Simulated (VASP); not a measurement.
# B2O (P-3m1) in VASP: notebook

Runs on B2O. Level: PBE. Tasks: single point.

Everything below comes from runs of VASP 6.6.1. Logs are shortened: lines on timing, memory, paths and dates and some standing lists are left out, and cuts for length are marked.

## (1) The cell of the first run

Symmetry: P-3m1, No. 164, trigonal system. The conventional cell has a = 2.560 Å, b = 2.560 Å, c = 10.552 Å, α = 90.00°, β = 90.00°, γ = 120.00°. Within 2.1 Å of B (site symmetry 3m) lie 3 O at 1.58 Å and 1 B at 1.75 Å. Within 2.1 Å of B (site symmetry 3m) lie 3 B at 1.57 Å. O (site symmetry 3m) has 3 B at 1.58 Å within 2.1 Å.

## (2) Single point, PBE

INCAR

```
ALGO = Normal
EDIFF = 1E-6
ENCUT = 520
GGA = PE
ISIF = 2
ISMEAR = 0
LASPH = True
LCHARG = True
LELF = True
LREAL = False
LVHAR = True
LWAVE = False
NBANDS = 21
NELM = 60
PREC = Accurate
SIGMA = 0.1
```

KPOINTS

```
k-points
0
Gamma
  12 12 4
```

POSCAR

```
B2O
1.0
    2.5604154461      0.0000000000      0.0000000000
   -1.2802077231      2.2173848205      0.0000000000
    0.0000000000      0.0000000000     10.5517135399
B O
4 2
Direct
    0.0000000000      0.0000000000      0.4172414013
    0.0000000000      0.0000000000      0.5827585987
    0.6666666667      0.3333333333      0.0255481499
    0.3333333333      0.6666666667      0.9744518501
    0.6666666667      0.3333333333      0.3646383105
    0.3333333333      0.6666666667      0.6353616895
```

Potentials or basis: VASP PAW PBE potentials, release 64 (B, O).

Command:

```console
> cat potpaw_PBE.64/B/POTCAR potpaw_PBE.64/O/POTCAR > POTCAR
> mpirun -np 1 vasp_std > vasp.out
```

OUTCAR:

```text
EDIFF = 1E-6
   ENCUT = 520
   GGA = PE
   ISIF = 2
   ISMEAR = 0
   LASPH = True
   LREAL = False
   NELM = 60
   PREC = Accurate

 ion  position               nearest neighbor table
   1  0.000  0.000  0.417-   5 1.58   5 1.58   5 1.58   2 1.75
   2  0.000  0.000  0.583-   6 1.58   6 1.58   6 1.58   1 1.75
   3  0.667  0.333  0.026-   4 1.57   4 1.57   4 1.57
   4  0.333  0.667  0.974-   3 1.57   3 1.57   3 1.57
   5  0.667  0.333  0.365-   1 1.58   1 1.58   1 1.58
   6  0.333  0.667  0.635-   2 1.58   2 1.58   2 1.58

  LATTYP: Found a hexagonal cell.
 ALAT       =     2.5604154461
 C/A-ratio  =     4.1210943154

  Lattice vectors:

 A1 = (   2.5604154461,   0.0000000000,   0.0000000000)
 A2 = (  -1.2802077231,   2.2173848205,   0.0000000000)
 A3 = (   0.0000000000,   0.0000000000,  10.5517135399)

Analysis of symmetry for initial positions (statically):
=====================================================================
 Subroutine PRICEL returns:
 Original cell was already a primitive cell.

 Routine SETGRP: Setting up the symmetry group for a
 hexagonal supercell.

 Subroutine GETGRP returns: Found 12 space group operations
 (whereof 12 operations were pure point group operations)
 out of a pool of 24 trial point group operations.

The static configuration has the point symmetry D_3d.

Analysis of symmetry for dynamics (positions and initial velocities):
=====================================================================
 Subroutine PRICEL returns:
 Original cell was already a primitive cell.

 Routine SETGRP: Setting up the symmetry group for a
 hexagonal supercell.

 Subroutine GETGRP returns: Found 12 space group operations
 (whereof 12 operations were pure point group operations)
 out of a pool of 24 trial point group operations.

The dynamic configuration has the point symmetry D_3d.

 Subroutine INISYM returns: Found 12 space group operations
 (whereof 12 operations are pure point group operations),
 and found     1 'primitive' translations

----------------------------------------------------------------------------------------

                                     Primitive cell

  volume of cell :      59.9066

  direct lattice vectors                    reciprocal lattice vectors
     2.560415446  0.000000000  0.000000000     0.390561618  0.225490855  0.000000000
    -1.280207723  2.217384820  0.000000000     0.000000000  0.450981711  0.000000000
     0.000000000  0.000000000 10.551713540     0.000000000  0.000000000  0.094771337

  length of vectors
     2.560415446  2.560415446 10.551713540     0.450981711  0.450981711  0.094771337

  position of ions in fractional coordinates (direct lattice)
     0.000000000  0.000000000  0.417241401
     0.000000000  0.000000000  0.582758599
     0.666666667  0.333333333  0.025548150
     0.333333333  0.666666667  0.974451850
     0.666666667  0.333333333  0.364638310
     0.333333333  0.666666667  0.635361690

  ion indices of the primitive-cell ions
   primitive index   ion index
                 1           1
                 2           2
                 3           3
                 4           4
                 5           5
                 6           6

----------------------------------------------------------------------------------------

 KPOINTS: k-points

Automatic generation of k-mesh.
 Grid dimensions read from file:
 generate k-points for:   12   12    4

 Generating k-lattice:

  Cartesian coordinates                     Fractional coordinates (reciprocal lattice)
     0.032546802  0.018790905  0.000000000     0.083333333  0.000000000  0.000000000
     0.000000000  0.037581809  0.000000000     0.000000000  0.083333333  0.000000000
     0.000000000  0.000000000  0.023692834     0.000000000  0.000000000  0.250000000

  Length of vectors
     0.037581809  0.037581809  0.023692834

  Shift w.r.t. Gamma in fractional coordinates (k-lattice)
     0.000000000  0.000000000  0.000000000

 Subroutine IBZKPT returns following result:
 ===========================================

 Found     69 irreducible k-points:

 Following reciprocal coordinates:
            Coordinates               Weight
  0.000000  0.000000  0.000000      1.000000
  0.083333  0.000000  0.000000      6.000000
  0.166667  0.000000  0.000000      6.000000
  0.250000 -0.000000  0.000000      6.000000
  0.333333  0.000000  0.000000      6.000000
  0.416667 -0.000000  0.000000      6.000000
[... 16 lines left out ...]
  0.166667  0.000000  0.250000      6.000000
  0.000000  0.166667  0.250000      6.000000
 [... further k-points ...]
   k-points           NKPTS =     69   k-points in BZ     NKDIM =     69   number of bands    NBANDS=     21
   number of dos      NEDOS =    301   number of ions     NIONS =      6
   total plane-waves  NPLWV =  32000
   dimension x,y,z NGX =    20 NGY =   20 NGZ =   80
   dimension x,y,z NGXF=    40 NGYF=   40 NGZF=  160
   ions per type =               4   2
   NGX,Y,Z   is equivalent  to a cutoff of  12.99, 12.99, 12.60 a.u.
   NGXF,Y,Z  is equivalent  to a cutoff of  25.97, 25.97, 25.21 a.u.
 SYSTEM =  unknown system
   PREC   = accura    normal or accurate (medium, high low for compatibility)
   ISTART =      0    job   : 0-new  1-cont  2-samecut
   ICHARG =      2    charge: 1-file 2-atom 10-const
   ISPIN  =      1    spin polarized calculation?
   LNONCOLLINEAR =      F non collinear calculations
   LSORBIT =      F    spin-orbit coupling
   LASPH  =      T    aspherical Exc in radial PAW
   ENCUT  =  520.0 eV  38.22 Ry    6.18 a.u.   4.76  4.76 19.62*2*pi/ulx,y,z
   NELM   =     60;   NELMIN=  2; NELMDL= -5     # of ELM steps
   EDIFF  = 0.1E-05   stopping-criterion for ELM
   LREAL  =      F    real-space projection
   EDIFFG = 0.1E-04   stopping-criterion for IOM
   NSW    =      0    number of steps for IOM
   IBRION =     -1    ionic relax: 0-MD 1-quasi-New 2-CG
   NFREE  =      0    steps in history (QN), initial steepest desc. (CG)
   ISIF   =      2    stress and relaxation
   ISYM   =      2    0-nonsym 1-usesym 2-fastsym
   POTIM  = 0.5000    time-step for ionic-motion
   TEBEG  =    0.0;   TEEND  =   0.0 temperature during run
   PSTRESS=    0.0 pullay stress
   NELECT =      24.0000    total number of electrons
   NUPDOWN=      -1.0000    fix difference up-down
   EMIN   =  10.00;   EMAX   =-10.00  energy-range for DOS
   EFERMI =   0.00;   METHOD = LEGACY
   ISMEAR =     0;   SIGMA  =   0.10  broadening in eV -4-tet -1-fermi 0-gaus
   EFERMI_NEDOS =   21; number of points for ismear=-14 and -15
   IALGO  =     38    algorithm
   IMIX   =      4    mixing-type and parameters
     AMIX     =   0.40;   BMIX     =  1.00
     AMIX_MAG =   1.60;   BMIX_MAG =  1.00
  volume/ion in A,a.u.               =       9.98        67.38
  Fermi-wavevector in a.u.,A,eV,Ry     =   1.206851  2.280618 19.816749  1.456490
  Thomas-Fermi vector in A             =   2.342506
   LORBIT       =      0    0 simple, 1 ext, 2 COOP (PROOUT), +10 PAW based schemes
   GGA     = PE    functional components
   LHFCALC =     F    Hartree Fock is set to
   AEXX    =    0.0000 exact exchange contribution
   IVDW    =     0    specifies the selected vdW correction
   LEPSILON=     F    determine dielectric tensor
   LRPA    =     F    only Hartree local field effects (RPA)
 non-spin polarized calculation
 Gauss-broadening in eV      SIGMA  =   0.10
  energy-cutoff  :      520.00
  volume of cell :       59.91
 maximum number of plane-waves:      1636
   NGX =  9   NGY =  9   NGZ = 39

 number of electron      24.0000001 magnetization

 Free energy of the ion-electron system (eV)
  ---------------------------------------------------
  ext. energy  EPLUGINS =         0.00000000
  ---------------------------------------------------
  free energy    TOTEN  =       -39.62678942 eV

  energy without entropy =      -39.62261860  energy(sigma->0) =      -39.62470401

 E-fermi :   3.3958     XC(G=0):  -9.5819

 val. band max:        3.3300772249   @ k =   0.4167  -0.0000   0.2500
 cond. band min:       3.4240693326   @ k =   0.4167  -0.0000   0.0000
 fundamental gap:      0.0939921077
 Fermi energy:         3.3958440871

 k-point     1 :       0.0000    0.0000    0.0000
  band No.  band energies     occupation
      1     -20.5804      2.00000
      2     -20.0504      2.00000
      3      -9.3399      2.00000
      4      -7.4680      2.00000
      5      -3.1370      2.00000
      6      -2.1960      2.00000
[... 13 lines left out ...]
     20      11.9112      0.00000
     21      11.9112      0.00000

 k-point     2 :       0.0833    0.0000    0.0000
  band No.  band energies     occupation
      1     -20.4718      2.00000
      2     -19.9502      2.00000
      3      -9.1865      2.00000
      4      -7.3266      2.00000
      5      -3.1032      2.00000
      6      -2.7755      2.00000
[... 13 lines left out ...]
     20      11.8037      0.00000
     21      12.2191      0.00000

 k-point     3 :       0.1667    0.0000    0.0000
  band No.  band energies     occupation
      1     -20.1578      2.00000
      2     -19.6629      2.00000
      3      -8.7273      2.00000
      4      -6.9328      2.00000
      5      -4.1507      2.00000
      6      -3.8895      2.00000
[... 13 lines left out ...]
     20      11.8652      0.00000
     21      13.0321      0.00000

 k-point     4 :       0.2500   -0.0000    0.0000
  band No.  band energies     occupation
      1     -19.6773      2.00000
      2     -19.2318      2.00000
      3      -7.9649      2.00000
      4      -6.5779      2.00000
      5      -5.7053      2.00000
      6      -5.0912      2.00000
[... 13 lines left out ...]
     20      12.4870      0.00000
     21      13.5023      0.00000

 k-point     5 :       0.3333    0.0000    0.0000
  band No.  band energies     occupation
      1     -19.1119      2.00000
      2     -18.7457      2.00000
      3      -7.4431      2.00000
      4      -7.0665      2.00000
      5      -6.9044      2.00000
      6      -4.8214      2.00000
[... 13 lines left out ...]
     20      13.0541      0.00000
     21      13.6803      0.00000

 k-point     6 :       0.4167   -0.0000    0.0000
  band No.  band energies     occupation
      1     -18.6094      2.00000
      2     -18.3516      2.00000
      3      -8.4581      2.00000
      4      -8.0685      2.00000
      5      -5.5579      2.00000
      6      -4.1409      2.00000
[... 13 lines left out ...]
     20      13.6747      0.00000
     21      14.3989      0.00000

 k-point     7 :       0.5000   -0.0000    0.0000
  band No.  band energies     occupation
      1     -18.3907      2.00000
      2     -18.2056      2.00000
      3      -8.8469      2.00000
      4      -8.4464      2.00000
      5      -4.2503      2.00000
      6      -4.0451      2.00000
[... 13 lines left out ...]
     20      13.7980      0.00000
     21      14.6425      0.00000
[... 291 lines left out ...]
      1     -20.5803      2.00000
      2     -20.0503      2.00000
      3      -9.3391      2.00000
      4      -7.4711      2.00000
      5      -3.1066      2.00000
      6      -2.1959      2.00000
[... 13 lines left out ...]
     20      11.9112      0.00000
     21      11.9112      0.00000

 k-point    21 :       0.0833    0.0000    0.2500
  band No.  band energies     occupation
      1     -20.4718      2.00000
      2     -19.9502      2.00000
      3      -9.1858      2.00000
      4      -7.3296      2.00000
      5      -3.0780      2.00000
      6      -2.7775      2.00000
[... 13 lines left out ...]
     20      11.8039      0.00000
     21      12.2191      0.00000

 k-point    22 :       0.0000    0.0833    0.2500
  band No.  band energies     occupation
      1     -20.4718      2.00000
      2     -19.9502      2.00000
      3      -9.1858      2.00000
      4      -7.3296      2.00000
      5      -3.0784      2.00000
      6      -2.7746      2.00000
[... 13 lines left out ...]
     20      11.8081      0.00000
     21      12.2191      0.00000

 k-point    23 :       0.1667    0.0000    0.2500
  band No.  band energies     occupation
      1     -20.1578      2.00000
      2     -19.6629      2.00000
      3      -8.7266      2.00000
      4      -6.9354      2.00000
      5      -4.1498      2.00000
      6      -3.8912      2.00000
[... 13 lines left out ...]
     20      12.0417      0.00000
     21      13.0321      0.00000

 k-point    24 :       0.0000    0.1667    0.2500
  band No.  band energies     occupation
      1     -20.1578      2.00000
      2     -19.6629      2.00000
      3      -8.7266      2.00000
      4      -6.9354      2.00000
      5      -4.1518      2.00000
      6      -3.8876      2.00000
[... 13 lines left out ...]
     20      12.0066      0.00000
     21      13.0321      0.00000

 [... further k-points ...]

------------------------ aborting loop because EDIFF is reached ----------------------------------------

  FORCE on cell =-STRESS in cart. coord.  units (eV):
  Direction    XX          YY          ZZ          XY          YZ          ZX
  --------------------------------------------------------------------------------------
  -------------------------------------------------------------------------------------
  Total        0.1409594      0.1409594      0.1159267     -0.0000000      0.0000000      0.0000000
  in kB        3.7699033      3.7699033      3.1004120     -0.0000000      0.0000000      0.0000000
  external PRESSURE =       3.5467395 kB  Pullay stress =       0.0000000 kB

 VOLUME and BASIS-vectors are now :
 -----------------------------------------------------------------------------
  energy-cutoff  :      520.00
  volume of cell :       59.91
      direct lattice vectors                 reciprocal lattice vectors
     2.560415446  0.000000000  0.000000000     0.390561618  0.225490855  0.000000000
    -1.280207723  2.217384820  0.000000000     0.000000000  0.450981711  0.000000000
     0.000000000  0.000000000 10.551713540     0.000000000  0.000000000  0.094771337

 POSITION                                       TOTAL-FORCE (eV/Angst)
 -----------------------------------------------------------------------------------
      0.00000      0.00000      4.40261         0.000000     -0.000000     -0.014799
      0.00000      0.00000      6.14910        -0.000000      0.000000      0.014799
      1.28021      0.73913      0.26958        -0.000000      0.000000      0.013547
     -0.00000      1.47826     10.28214        -0.000000     -0.000000     -0.013547
      1.28021      0.73913      3.84756        -0.000000      0.000000      0.016106
     -0.00000      1.47826      6.70415         0.000000     -0.000000     -0.016106
 -----------------------------------------------------------------------------------
    total drift:                               -0.000000     -0.000000     -0.000000

  FREE ENERGIE OF THE ION-ELECTRON SYSTEM (eV)
  ---------------------------------------------------
  free  energy   TOTEN  =       -39.6267894171 eV

  energy  without entropy=      -39.6226186005  energy(sigma->0) =      -39.62470401
```

It took 2 min on 1 thread of Oxide Virtual Turin-like, shared host; peak memory 0.18 GiB.

Results:

```yaml
Free_energy: -39.6268 eV
Pressure: 0.4 GPa
Largest_force: 0.016 eV/Å
Band_gap_on_the_k_mesh: zero (band 12 reaches 6.72 eV, above the bottom of band 13 at 2.80 eV)
```

Forces in eV/Å, atoms in the order of the input:
```
B    0.000  0.000 -0.015
B    0.000  0.000  0.015
B    0.000  0.000  0.014
B    0.000  0.000 -0.014
O    0.000  0.000  0.016
O    0.000  0.000 -0.016
```

Caveat: this functional lacks dispersion, which binds the layers, so the pressure and a relaxed spacing across them are unreliable.

(Part 1 of 2 ends here.)
